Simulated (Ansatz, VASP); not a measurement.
## Two plane-wave programs on PBr

Contents of POSCAR:

```
PBr
1.0
    4.9385630000      0.0000000000      0.0000000000
   -2.0623900000      5.1944970000      0.0000000000
   -0.6967810000     -0.6537650000      6.2332560000
Br P
2 2
Direct
    0.6657980000      0.8550130000      0.2427560000
    0.3342020000      0.1449870000      0.7572440000
    0.6407200000      0.4997570000      0.6318710000
    0.3592800000      0.5002430000      0.3681290000
```

The input INCAR.step1:

```
SYSTEM = PBr
PREC     = Accurate       ! precision mode
ENCUT    = 520            ! plane-wave cutoff, eV
ISMEAR   = -1             ! smearing method
SIGMA    = 0.05           ! smearing width, eV
LREAL    = .FALSE.        ! projectors in reciprocal space
LASPH    = .TRUE.         ! aspherical terms in the spheres
NELM     = 80             ! most SCF steps
NBANDS   = 20             ! bands
GGA      = PE             ! functional
ALGO     = Normal         ! electronic algorithm
EDIFF    = 1E-4           ! SCF threshold, eV
LWAVE    = .TRUE.         ! write WAVECAR
LCHARG   = .FALSE.        ! write CHGCAR
```

The input INCAR.step2:

```
SYSTEM = PBr
PREC     = Accurate       ! precision mode
ENCUT    = 520            ! plane-wave cutoff, eV
EDIFF    = 1E-7           ! SCF threshold, eV
ISMEAR   = -1             ! smearing method
SIGMA    = 0.05           ! smearing width, eV
LREAL    = .FALSE.        ! projectors in reciprocal space
LASPH    = .TRUE.         ! aspherical terms in the spheres
NELM     = 80             ! most SCF steps
ALGO     = Normal         ! electronic algorithm
ISIF     = 2              ! what is computed and relaxed
LWAVE    = .FALSE.        ! write WAVECAR
LCHARG   = .FALSE.        ! write CHGCAR
METAGGA  = R2SCAN         ! meta-GGA
LMIXTAU  = .TRUE.       
NBANDS   = 20             ! bands
ISTART   = 1
```

The input KPOINTS:

```
regular mesh
0
G
  4 3 3
  0 0 0
```

File input.yaml:

```yaml
crystal:
  lattice:
    - [4.938563, 0.0, 0.0]
    - [-2.06239, 5.194497, 0.0]
    - [-0.696781, -0.653765, 6.233256]
  atoms:
    - { symbol: Br, position: [0.665798, 0.855013, 0.242756] }
    - { symbol: Br, position: [0.334202, 0.144987, 0.757244] }
    - { symbol: P, position: [0.64072, 0.499757, 0.631871] }
    - { symbol: P, position: [0.35928, 0.500243, 0.368129] }
hamiltonian:
  xc: r2scan
  pseudopotentials: { kind: paw }
kpoints:
  mp_grid: { grid: [4, 3, 3] }
  band_path:
    path:
      - [[0.0, 0.0, -0.5], [0.0, 0.0, 0.0], [0.0, 0.5, 0.0]]
      - [[0.0, 0.5, -0.5], [0.0, 0.0, 0.0], [0.5, -0.5, 0.0]]
      - [[0.5, -0.5, -0.5], [0.0, 0.0, 0.0], [0.5, 0.0, 0.0]]
      - [[0.5, 0.0, -0.5], [0.0, 0.0, 0.0]]
    npoints: 14
scf:
  occupations: { method: fermi_dirac, width: 0.05 }
  n_extra_bands: 10
output:
  forces: true
  stress: true
  eigenvalues: true
  fatbands: false
```

Alike in both runs: functional r2SCAN; k mesh 4 × 3 × 3; occupations fermi-dirac, width 0.05 eV; no spin polarisation.

|  | VASP | Ansatz |
| --- | --- | --- |
| version | VASP 6.6.1 | Ansatz 0.2.0 |
| potentials or method | VASP PAW PBE potentials, release 64 (Br, P) | Ansatz PAW |
| plane-wave cutoff (eV) | 520 | 500 |
| valence electrons in the cell | 24 | 24 |
| task | single point | band structure |

```csv
,VASP,Ansatz,Ansatz less VASP
gap on the k mesh at the Fermi level (eV),1.81,1.82,+0.009
least direct gap on the mesh (eV),1.81,1.82,+0.009
pressure (GPa),-0.9,-0.7,+0.17
"traceless stress, the component that is largest in VASP (GPa)",0.27,0.21,-0.058
rms of the force components (eV/Å),0.203,0.145,-0.0580
```

VASP's potentials were made for PBE, not for r2SCAN. Atom by atom the forces differ by 0.065 eV/Å (rms over components).

Noted on Ansatz's run: the k mesh misses the band edges, so the gap on the mesh is wider than the one along the path.
